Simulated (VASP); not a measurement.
Wanted: the native input for a VASP 6.6.1 run.

- Task: single point
- Functional: PBE
- Potentials or basis: VASP PAW PBE potentials, release 64 (Mo_sv)
- Cutoff: 520 eV
- k mesh: 19 × 19 × 19
- Occupations: fermi-dirac, width 0.08 eV
- Spin: no spin polarisation
- Dipole correction: no
- Further INCAR settings: ALGO = Normal; EDIFF = 1e-06; NBANDS = 13

The structure of Mo lies in POSCAR:

```
Mo
1.0
   -1.5803650344      1.5803650344      1.5803650344
    1.5803650344     -1.5803650344      1.5803650344
    1.5803650344      1.5803650344     -1.5803650344
Mo
1
Direct
    0.0000000000      0.0000000000      0.0000000000
```

The input as run:

INCAR

```
ALGO = Normal ; EDIFF = 1E-6
ENCUT = 520 ; GGA = PE
ISIF = 2 ; ISMEAR = -1
LASPH = T ; LCHARG = F
LREAL = F ; LWAVE = F
NBANDS = 13 ; NELM = 60
PREC = Accurate ; SIGMA = 0.08
```

KPOINTS

```
k-points
0
Gamma
  19 19 19
```

Potentials or basis: VASP PAW PBE potentials, release 64 (Mo_sv).

Launch:

```console
$ cat potpaw_PBE.64/Mo_sv/POTCAR > POTCAR
$ mpirun -np 1 vasp_std > vasp.out
```

Results of the run:

```
Pressure               : 0.5 GPa
Band gap on the k mesh : zero (band 7 reaches 16.17 eV, above the bottom of band 8 at 11.09 eV)
```

Run time: 17 s on 1 thread of Intel(R) Xeon(R) 6975P-C (Granite Rapids) (shared host), peak memory 0.15 GiB.
